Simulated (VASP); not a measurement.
# Li (Im-3m) in VASP: settings compared, part 2 of 2

VASP 6.6.1.

## Step 4: Single point, r2SCAN+D3(BJ)

This run uses another cell than the first one, of 20.74 Å³/atom, 0.906 times its volume.

Input file POSCAR:

```
Li
1.0
   -1.7309356065      1.7309356065      1.7309356065
    1.7309356065     -1.7309356065      1.7309356065
    1.7309356065      1.7309356065     -1.7309356065
Li
1
Direct
    0.0000000000      0.0000000000      0.0000000000
```

Input file INCAR.step1:

```
SYSTEM = Li
PREC = Accurate ; ENCUT = 520
ISMEAR = -1 ; SIGMA = 0.05
LREAL = .False. ; LASPH = .True.
NELM = 60 ; NBANDS = 8
GGA = PE ; ALGO = Normal
EDIFF = 1E-4 ; LWAVE = .True.
LCHARG = .False.
```

Input file INCAR.step2:

```
SYSTEM = Li
PREC = Accurate ; ENCUT = 520
EDIFF = 1E-6 ; ISMEAR = -1
SIGMA = 0.05 ; LREAL = .False.
LASPH = .True. ; NELM = 60
ALGO = Normal ; ISIF = 2
LWAVE = .False. ; LCHARG = .True.
METAGGA = R2SCAN ; LMIXTAU = .True.
IVDW = 12 ; VDW_S6 = 1.0
VDW_S8 = 0.78981345 ; VDW_A1 = 0.49484001
VDW_A2 = 5.73083694 ; LELF = .True.
LVHAR = .True. ; NBANDS = 8
ISTART = 1
```

Input file KPOINTS:

```
Automatic mesh
0
Gamma
  11 11 11
  0 0 0
```

Potentials or basis: VASP PAW PBE potentials, release 64 (Li_sv).

Command:

```console
cat potpaw_PBE.64/Li_sv/POTCAR > POTCAR
cp INCAR.step1 INCAR
mpirun -np 1 vasp_std > vasp.out
cp INCAR.step2 INCAR
mpirun -np 1 vasp_std > vasp.out
```

OUTCAR:

```text
SYSTEM = Li
   PREC = Accurate
   ENCUT = 520
   EDIFF = 1E-6
   ISMEAR = -1
   LREAL = .False.
   LASPH = .True.
   NELM = 60
   ISIF = 2
   METAGGA = R2SCAN
   IVDW = 12
   ISTART = 1
 IVDW          = 12

 ion  position               nearest neighbor table
   1  0.000  0.000  0.000-

  LATTYP: Found a body centered cubic cell.
 ALAT       =     3.4618712130

  Lattice vectors:

 A1 = (  -1.7309356065,   1.7309356065,   1.7309356065)
 A2 = (   1.7309356065,  -1.7309356065,   1.7309356065)
 A3 = (   1.7309356065,   1.7309356065,  -1.7309356065)

Analysis of symmetry for initial positions (statically):
=====================================================================
 Subroutine PRICEL returns:
 Original cell was already a primitive cell.

 Routine SETGRP: Setting up the symmetry group for a
 body centered cubic supercell.

 Subroutine GETGRP returns: Found 48 space group operations
 (whereof 48 operations were pure point group operations)
 out of a pool of 48 trial point group operations.

The static configuration has the point symmetry O_h .

[... 160 lines left out ...]
 cond. band min:       0.5893684133   @ k =   0.4545   0.0000   0.0000
 fundamental gap:      0.0419277026
 Fermi energy:         0.5882265481

 k-point     1 :       0.0000    0.0000    0.0000
  band No.  band energies     occupation
      1     -47.5329      2.00000
      2      -3.2731      2.00000
      3      16.6176      0.00000
      4      16.6188      0.00000
      5      16.6188      0.00000
      6      20.8192      0.00000
      7      20.8192      0.00000
      8      20.8192      0.00000
[... 243 lines left out ...]
 k-point    24 :       0.3636    0.1818    0.0909
  band No.  band energies     occupation
      1     -47.5131      2.00000
      2       1.8979      0.00000
      3       4.0496      0.00000
      4       7.7692      0.00000
      5      10.6585      0.00000
      6      21.3750      0.00000
      7      22.4874      0.00000
      8      25.9869      0.00000

 [... further k-points ...]

------------------------ aborting loop because EDIFF is reached ----------------------------------------

 Edisp (eV)   -0.07791

 E8    (eV) :    -0.0252

  FORCE on cell =-STRESS in cart. coord.  units (eV):
  Direction    XX          YY          ZZ          XY          YZ          ZX
  --------------------------------------------------------------------------------------
  -------------------------------------------------------------------------------------
  Total      -0.09015    -0.09015    -0.09015    -0.00000     0.00000     0.00000
  in kB      -6.96279    -6.96279    -6.96279    -0.00000     0.00000     0.00000
  external pressure =       -6.96 kB  Pullay stress =        0.00 kB

 VOLUME and BASIS-vectors are now :
 -----------------------------------------------------------------------------
  energy-cutoff  :      520.00
  volume of cell :       20.74
      direct lattice vectors                 reciprocal lattice vectors
    -1.730935606  1.730935606  1.730935606     0.000000000  0.288861121  0.288861121
     1.730935606 -1.730935606  1.730935606     0.288861121  0.000000000  0.288861121
     1.730935606  1.730935606 -1.730935606     0.288861121  0.288861121  0.000000000

 POSITION                                       TOTAL-FORCE (eV/Angst)
 -----------------------------------------------------------------------------------
      0.00000      0.00000      0.00000         0.000000     -0.000000      0.000000
 -----------------------------------------------------------------------------------
    total drift:                                0.000000      0.000000      0.000000

  FREE ENERGIE OF THE ION-ELECTRON SYSTEM (eV)
  ---------------------------------------------------
  free  energy   TOTEN  =        -2.4640680316 eV

  energy  without entropy=       -2.4605458534  energy(sigma->0) =       -2.46230694
```

OUTCAR.step1:

```text
SYSTEM = Li
   PREC = Accurate
   ENCUT = 520
   ISMEAR = -1
   LREAL = .False.
   LASPH = .True.
[... 480 lines left out ...]
 -----------------------------------------------------------------------------------
      0.00000      0.00000      0.00000         0.000000     -0.000000     -0.000000
 -----------------------------------------------------------------------------------
    total drift:                                0.000000      0.000000     -0.000000

  FREE ENERGIE OF THE ION-ELECTRON SYSTEM (eV)
  ---------------------------------------------------
  free  energy   TOTEN  =        -1.9094310610 eV

  energy  without entropy=       -1.9057003880  energy(sigma->0) =       -1.90756572
```

OSZICAR.step1:

```text
N       E                     dE             d eps       ncg     rms          rms(c)
DAV:   1    -0.861787591374E-01   -0.86179E-01   -0.73416E+02   904   0.265E+02
DAV:   2    -0.188578052533E+01   -0.17996E+01   -0.17758E+01  1288   0.353E+01
DAV:   3    -0.191078073631E+01   -0.25000E-01   -0.24999E-01  1024   0.317E+00
DAV:   4    -0.191108366542E+01   -0.30293E-03   -0.30293E-03  1368   0.337E-01
DAV:   5    -0.191108499910E+01   -0.13337E-05   -0.13336E-05  1032   0.157E-02    0.223E-01
DAV:   6    -0.190996564632E+01    0.11194E-02   -0.28810E-04  1408   0.660E-02    0.127E-01
DAV:   7    -0.190943177481E+01    0.53387E-03   -0.67824E-04  1400   0.102E-01    0.276E-02
DAV:   8    -0.190943106099E+01    0.71382E-06   -0.59465E-06   480   0.193E-02
   1 F= -.19094311E+01 E0= -.19075657E+01  d E =-.373067E-02
```

Wall time 25 s (1 thread of Intel Xeon Platinum 8375C at 2.90GHz (Ice Lake), shared host); peak memory 0.14 GiB.

What came out:

```
Free energy                : -2.4641 eV
Dispersion energy per atom : -0.078 eV
```

Levels at points of the mesh, in eV from the Fermi level:
```
           k point  band 1  band 2  band 3  band 4  band 5
(0.00, 0.00, 0.00)  -48.12   -3.86   16.03   16.03   16.03
```

Caveat: the cutoff is under 1.25 times the usual one of these potentials, so pressure, stress and relaxed cells hold a basis-set (Pulay) error; the PAW data sets were made with another functional, which shifts forces and pressure a little; pairwise dispersion overbinds metals, which lowers pressure and volume.

## Step 5: Single point, r2SCAN+D3(BJ)

This run uses another cell than the first one, of 21.18 Å³/atom, 0.925 times its volume.

Input file POSCAR:

```
Li
1.0
   -1.7428734707      1.7428734707      1.7428734707
    1.7428734707     -1.7428734707      1.7428734707
    1.7428734707      1.7428734707     -1.7428734707
Li
1
Direct
    0.0000000000      0.0000000000      0.0000000000
```

Input file INCAR.step1:

```
SYSTEM = Li
ALGO = Normal ; EDIFF = 1E-4
ENCUT = 520 ; GGA = PE
ISMEAR = -1 ; LASPH = .TRUE.
LCHARG = .FALSE. ; LREAL = .FALSE.
LWAVE = .TRUE. ; NBANDS = 8
NELM = 60 ; PREC = Accurate
SIGMA = 0.05
```

Input file INCAR.step2:

```
SYSTEM = Li
ALGO = Normal ; EDIFF = 1E-6
ENCUT = 520 ; ISIF = 2
ISMEAR = -1 ; ISTART = 1
IVDW = 12 ; LASPH = .TRUE.
LCHARG = .FALSE. ; LMIXTAU = .TRUE.
LREAL = .FALSE. ; LWAVE = .FALSE.
METAGGA = R2SCAN ; NBANDS = 8
NELM = 60 ; PREC = Accurate
SIGMA = 0.05 ; VDW_A1 = 0.49484001
VDW_A2 = 5.73083694 ; VDW_S6 = 1.0
VDW_S8 = 0.78981345
```

Input file KPOINTS:

```
k-points
0
G
  11 11 11
  0 0 0
```

Command:

```console
cat potpaw_PBE.64/Li_sv/POTCAR > POTCAR
cp INCAR.step1 INCAR
mpirun -np 1 vasp_std > vasp.out
cp INCAR.step2 INCAR
mpirun -np 1 vasp_std > vasp.out
```

Wall time 27 s (1 thread of Intel Xeon Platinum 8375C at 2.90GHz (Ice Lake), shared host); peak memory 0.14 GiB.

The run converged. Its results:

```
Free energy                : -2.4632 eV
Dispersion energy per atom : -0.076 eV
```

Levels at points of the mesh, in eV from the Fermi level:
```
           k point  band 1  band 2  band 3  band 4
(0.00, 0.00, 0.00)  -48.22   -3.81   15.83   15.83
```

Caveat: the cutoff is under 1.25 times the usual one of these potentials, so pressure, stress and relaxed cells hold a basis-set (Pulay) error; the PAW data sets were made with another functional, which shifts forces and pressure a little; pairwise dispersion overbinds metals, which lowers pressure and volume.

## Step 6: Single point, r2SCAN

This run uses another cell than the first one, of 20.98 Å³/atom, 0.916 times its volume.

Input file POSCAR:

```
Li
1.0
   -1.7374674419      1.7374674419      1.7374674419
    1.7374674419     -1.7374674419      1.7374674419
    1.7374674419      1.7374674419     -1.7374674419
Li
1
Direct
    0.0000000000      0.0000000000      0.0000000000
```

Input file INCAR.step1:

```
SYSTEM = Li
PREC = Accurate ; ENCUT = 520
ISMEAR = -1 ; SIGMA = 0.05
LREAL = .FALSE. ; LASPH = .TRUE.
NELM = 100 ; NBANDS = 8
GGA = PE ; ALGO = Normal
EDIFF = 1E-4 ; LWAVE = .TRUE.
LCHARG = .FALSE.
```

Input file INCAR.step2:

```
SYSTEM = Li
PREC = Accurate ; ENCUT = 520
EDIFF = 1E-7 ; ISMEAR = -1
SIGMA = 0.05 ; LREAL = .FALSE.
LASPH = .TRUE. ; NELM = 100
ALGO = Normal ; ISIF = 2
LWAVE = .FALSE. ; LCHARG = .TRUE.
METAGGA = R2SCAN ; LMIXTAU = .TRUE.
LELF = .TRUE. ; LVHAR = .TRUE.
NBANDS = 8 ; ISTART = 1
```

Input file KPOINTS:

```
Automatic mesh
0
G
  11 11 11
  0 0 0
```

Potentials or basis: VASP PAW PBE potentials, release 64 (Li_sv).

Command:

```console
cat potpaw_PBE.64/Li_sv/POTCAR > POTCAR
cp INCAR.step1 INCAR
mpirun -np 1 vasp_std > vasp.out
cp INCAR.step2 INCAR
mpirun -np 1 vasp_std > vasp.out
```

OUTCAR:

```text
SYSTEM = Li
   PREC = Accurate
   ENCUT = 520
   EDIFF = 1E-7
   ISMEAR = -1
   LREAL = .FALSE.
   LASPH = .TRUE.
   NELM = 100
   ISIF = 2
   METAGGA = R2SCAN
   ISTART = 1

 ion  position               nearest neighbor table
   1  0.000  0.000  0.000-

  LATTYP: Found a body centered cubic cell.
 ALAT       =     3.4749348838

  Lattice vectors:

 A1 = (  -1.7374674419,   1.7374674419,   1.7374674419)
 A2 = (   1.7374674419,  -1.7374674419,   1.7374674419)
 A3 = (   1.7374674419,   1.7374674419,  -1.7374674419)
[... 433 lines left out ...]
  band No.  band energies     occupation
      1     -47.5836      2.00000
      2       1.8652      0.00000
      3       4.0004      0.00000
      4       7.6938      0.00000
      5      10.5630      0.00000
      6      21.2046      0.00000
      7      22.3094      0.00000
      8      25.7823      0.00000

 [... further k-points ...]
[... 5 lines left out ...]
  --------------------------------------------------------------------------------------
  -------------------------------------------------------------------------------------
  Total       -0.0276246     -0.0276246     -0.0276246     -0.0000000     -0.0000000      0.0000000
  in kB       -2.1095805     -2.1095805     -2.1095805     -0.0000000     -0.0000000      0.0000000
  external PRESSURE =      -2.1095805 kB  Pullay stress =       0.0000000 kB

 VOLUME and BASIS-vectors are now :
 -----------------------------------------------------------------------------
  energy-cutoff  :      520.00
  volume of cell :       20.98
      direct lattice vectors                 reciprocal lattice vectors
    -1.737467442  1.737467442  1.737467442     0.000000000  0.287775177  0.287775177
     1.737467442 -1.737467442  1.737467442     0.287775177  0.000000000  0.287775177
     1.737467442  1.737467442 -1.737467442     0.287775177  0.287775177  0.000000000

 POSITION                                       TOTAL-FORCE (eV/Angst)
 -----------------------------------------------------------------------------------
      0.00000      0.00000      0.00000        -0.000000     -0.000000     -0.000000
 -----------------------------------------------------------------------------------
    total drift:                               -0.000000      0.000000     -0.000000

  FREE ENERGIE OF THE ION-ELECTRON SYSTEM (eV)
  ---------------------------------------------------
  free  energy   TOTEN  =        -2.3866939782 eV

  energy  without entropy=       -2.3831613357  energy(sigma->0) =       -2.38492766
```

OUTCAR.step1:

```text
SYSTEM = Li
   PREC = Accurate
   ENCUT = 520
   ISMEAR = -1
   LREAL = .FALSE.
   LASPH = .TRUE.
[... 480 lines left out ...]
 -----------------------------------------------------------------------------------
      0.00000      0.00000      0.00000        -0.000000      0.000000      0.000000
 -----------------------------------------------------------------------------------
    total drift:                                0.000000      0.000000     -0.000000

  FREE ENERGIE OF THE ION-ELECTRON SYSTEM (eV)
  ---------------------------------------------------
  free  energy   TOTEN  =        -1.9088913788 eV

  energy  without entropy=       -1.9051654874  energy(sigma->0) =       -1.90702843
```

OSZICAR.step1:

```text
N       E                     dE             d eps       ncg     rms          rms(c)
DAV:   1    -0.197981169153E+00   -0.19798E+00   -0.71701E+02   904   0.258E+02
DAV:   2    -0.188666427374E+01   -0.16887E+01   -0.16415E+01  1264   0.340E+01
DAV:   3    -0.191020528871E+01   -0.23541E-01   -0.23528E-01  1056   0.309E+00
DAV:   4    -0.191056910356E+01   -0.36381E-03   -0.36381E-03  1304   0.312E-01
DAV:   5    -0.191057010042E+01   -0.99686E-06   -0.99687E-06  1088   0.157E-02    0.230E-01
DAV:   6    -0.190944050026E+01    0.11296E-02   -0.28511E-04  1464   0.669E-02    0.131E-01
DAV:   7    -0.190889180808E+01    0.54869E-03   -0.66622E-04  1424   0.102E-01    0.273E-02
DAV:   8    -0.190889137880E+01    0.42928E-06   -0.53274E-06   496   0.181E-02
   1 F= -.19088914E+01 E0= -.19070284E+01  d E =-.372589E-02
```

Wall time 30 s (1 thread of Intel Xeon Platinum 8375C at 2.90GHz (Ice Lake), shared host); peak memory 0.13 GiB.

What came out:

```yaml
Free_energy: -2.3867 eV
```

Caveat: the cutoff is under 1.25 times the usual one of these potentials, so pressure, stress and relaxed cells hold a basis-set (Pulay) error; the PAW data sets were made with another functional, which shifts forces and pressure a little.

## Step 7: Overview

```tsv
level	cell	gap on the mesh (eV)
revPBE	a = 3.099 Å, angles 109.5°, 1 atom	none
r2SCAN+D3(BJ)	a = 2.977 Å, angles 109.5°, 1 atom	none
r2SCAN+D3(BJ)	a = 2.998 Å, angles 109.5°, 1 atom	none
r2SCAN+D3(BJ)	a = 3.019 Å, angles 109.5°, 1 atom	none
r2SCAN	a = 3.009 Å, angles 109.5°, 1 atom	none
```

Alike in all rows: task single point; potentials or basis VASP PAW PBE potentials, release 64 (Li_sv); no spin polarisation; k mesh 11 × 11 × 11; cutoff (eV) 520; smearing fermi-dirac 0.05 eV.

Caveats: the cutoff is under 1.25 times the usual one of these potentials, so pressure, stress and relaxed cells hold a basis-set (Pulay) error; the PAW data sets were made with another functional, which shifts forces and pressure a little; pairwise dispersion overbinds metals, which lowers pressure and volume (some runs).

Total energies depend on the potentials used, so only differences within one code and one set of settings carry meaning.
